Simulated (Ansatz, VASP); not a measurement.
# SnO2 in VASP and in Ansatz

```
Sn O
1.0
    -3.24890    3.41447    3.41402
     3.24890   -3.41447    3.41402
     3.24890    3.41447   -3.41402
Sn O
4 8
Direct
  0.50000 0.00000 0.00000
  0.50000 0.50000 0.50000
  0.00360 0.75360 0.25000
  0.99640 0.24640 0.75000
  0.80650 0.80377 0.49728
  0.80650 0.30922 0.00272
  0.30244 0.24594 0.05649
  0.68944 0.24594 0.44350
  0.31056 0.75406 0.55649
  0.19350 0.69078 0.99728
  0.69756 0.75406 0.94351
  0.19350 0.19623 0.50272
```

Alike in both runs: functional RPBE; k mesh 6 × 6 × 6; occupations fermi-dirac, width 0.05 eV; no spin polarisation.

|  | VASP | Ansatz |
| --- | --- | --- |
| version | VASP 6.6.1 | Ansatz 0.2.0 |
| potentials or method | VASP PAW PBE potentials, release 64 (Sn_d, O) | Ansatz PAW |
| plane-wave cutoff (eV) | 520 | 420 |
| valence electrons in the cell | 104 | 104 |
| task | single point | band structure |

VASP gave:

| Item | Value |
| --- | --- |
| gap on the k mesh at the Fermi level (eV) | 0.70 |
| least direct gap on the mesh (eV) | 0.70 |
| pressure (GPa) | 3.7 |
| traceless stress, the component that is largest in VASP (GPa) | -0.25 |
| rms of the force components (eV/Å) | 0.020 |

Problem. Which values does Ansatz return?

Solution. gap on the k mesh at the Fermi level (eV): 0.72; least direct gap on the mesh (eV): 0.72; pressure (GPa): 3.1; traceless stress, the component that is largest in VASP (GPa): -0.43; rms of the force components (eV/Å): 0.020.

VASP's potentials were made for PBE, not for RPBE. Atom by atom the forces differ by 0.008 eV/Å (rms over components). With one functional, cell and mesh, what is left measures potentials, basis and numerics.
